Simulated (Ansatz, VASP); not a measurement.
One calculation of Na, two programs

The input INCAR:

```
ALGO = Normal
EDIFF = 1E-6
ENCUT = 500
GGA = PS
GGA_COMPAT = F
ISIF = 2
ISMEAR = -1
LASPH = T
LCHARG = F
LREAL = F
LWAVE = F
NBANDS = 10
NELM = 120
PREC = Accurate
SIGMA = 0.1
```

Contents of KPOINTS:

```
k-points
0
Gamma
  7 7 7
```

Contents of POSCAR:

```
Na
1.0
   -1.8914319193      1.8914319193      2.6416681612
    1.8914319193     -1.8914319193      2.6416681612
    1.8914319193      1.8914319193     -2.6416681612
Na
1
Direct
    0.0000000000      0.0000000000      0.0000000000
```

Input for Ansatz:

```yaml
crystal:
  lattice:
    - [-1.8914319192717493, 1.8914319192717493, 2.6416681611706885]
    - [1.8914319192717493, -1.8914319192717493, 2.6416681611706885]
    - [1.8914319192717493, 1.8914319192717493, -2.6416681611706885]
  atoms:
    - { symbol: Na, position: [0.0, 0.0, 0.0] }
basis:
  ecutwfc: 540.0
  xc_grid: 2
kpoints:
  mp_grid:
    grid: [7, 7, 7]
hamiltonian:
  xc: pbesol
scf:
  convergence:
    dr2_threshold: 1.0e-09
  occupations:
    method: fermi_dirac
    width: 0.1
output:
  forces: true
  stress: true
```

Alike in both runs: task single point; functional PBEsol; k mesh 7 × 7 × 7; occupations fermi-dirac, width 0.1 eV; no spin polarisation.

```csv
,VASP,Ansatz
version,VASP 6.6.1,Ansatz 0.2.0
potentials or method,"VASP PAW PBE potentials, release 64 (Na_pv), cutoff 500 eV","plane waves, PAW"
valence electrons in the cell,7,9
```

|  | VASP | Ansatz | Ansatz less VASP |
| --- | --- | --- | --- |
| pressure (GPa) | -0.3 | -0.3 | +0.03 |
| traceless stress, the component that is largest in VASP (GPa) | 0.07 | 0.07 | 0.000 |

VASP's potentials were made for PBE, not for PBEsol. With one functional, cell and mesh, what is left measures potentials, basis and numerics. VASP's potentials hold 7 valence electrons a cell and Ansatz's 9, so a difference there can come from the potentials and not from the codes. Ansatz's warnings: stress scf threshold loose.
